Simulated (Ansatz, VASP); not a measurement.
One calculation of Sr, two programs

INCAR

```
  PREC = Accurate
  ENCUT = 600
  EDIFF = 1E-6
  ISMEAR = 0
  SIGMA = 0.1
  LREAL = F
  LASPH = T
  NELM = 100
  ALGO = Normal
  ISIF = 3
  LWAVE = F
  LCHARG = F
  GGA = PE
  IBRION = 2
  NSW = 90
  EDIFFG = -0.04
```

Contents of KPOINTS:

```
regular mesh
0
Gamma
  6 6 6
```

File POSCAR:

```
Sr
1.0
   -2.1852687948      2.1852687948      2.8541325453
    2.1852687948     -2.1852687948      2.8541325453
    2.1852687948      2.1852687948     -2.8541325453
Sr
1
Direct
    0.5000000000      0.5000000000      0.0000000000
```

Input for Ansatz:

```yaml
crystal:
  lattice:
    - [-2.1852687948, 2.1852687948, 2.8541325453]
    - [2.1852687948, -2.1852687948, 2.8541325453]
    - [2.1852687948, 2.1852687948, -2.8541325453]
  atoms:
    - { symbol: Sr, position: [0.5, 0.5, 0.0] }
basis:
  ecutwfc: 420
kpoints:
  mp_grid: { grid: [6, 6, 6] }
hamiltonian:
  xc: pbe
scf:
  occupations: { method: gaussian, width: 0.1 }
  lower_state_search: "off"
output:
  forces: true
  stress: true
  eigenvalues: true
relax:
  adjacent_minimum: "off"
  f_tol: 0.04
  max_steps: 70
  cell: { stress_tol: 0.4 }
```

Alike in both runs: task relaxation of cell and atoms; functional PBE; k mesh 6 × 6 × 6; occupations gaussian, width 0.1 eV; no spin polarisation.

|  | VASP | Ansatz |
| --- | --- | --- |
| version | VASP 6.6.1 | Ansatz 0.2.0 |
| potentials or method | VASP PAW PBE potentials, release 64 (Sr_sv), cutoff 600 eV | scalar-relativistic, plane waves, PAW |
| valence electrons in the cell | 10 | 10 |

VASP gave:

* relaxed volume (Å³/atom): 54.44
* relaxed cell length with the largest relative difference (Å): 4.152

Task: Estimate Ansatz's values.

Result: Relaxed volume (Å³/atom): 54.52; relaxed cell length with the largest relative difference (Å): 4.207.
